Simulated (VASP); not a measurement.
Input of a VASP 6.6.1 run:

The input INCAR:

```
PREC     = Accurate       # precision mode
ENCUT    = 520            # plane-wave cutoff, eV
EDIFF    = 1E-6           # SCF threshold, eV
ISMEAR   = -1             # smearing method
SIGMA    = 0.05           # smearing width, eV
LREAL    = F              # projectors in reciprocal space
LASPH    = T              # aspherical terms in the spheres
NELM     = 80             # most SCF steps
ALGO     = Normal         # electronic algorithm
ISIF     = 2              # what is computed and relaxed
LWAVE    = F              # write WAVECAR
LCHARG   = F              # write CHGCAR
GGA      = PE             # functional
NBANDS   = 11             # bands
```

Contents of KPOINTS:

```
regular mesh
0
Gamma
  10 10 10
```

The input POSCAR:

```
Sr
1.0
   -2.4250000000      2.4250000000      2.4250000000
    2.4250000000     -2.4250000000      2.4250000000
    2.4250000000      2.4250000000     -2.4250000000
Sr
1
Direct
    0.0000000000      0.0000000000      0.0000000000
```

Potentials or basis: VASP PAW PBE potentials, release 64 (Sr_sv).

The run is started by

```console
$ cat potpaw_PBE.64/Sr_sv/POTCAR > POTCAR
$ mpirun -np 1 vasp_std > vasp.out
```

Task: What does it give for the pressure?

Result: -0.6 GPa.

Task: Predict the band gap on the k mesh.

Result: Zero (band 5 reaches 1.70 eV, above the bottom of band 6 at 1.37 eV).
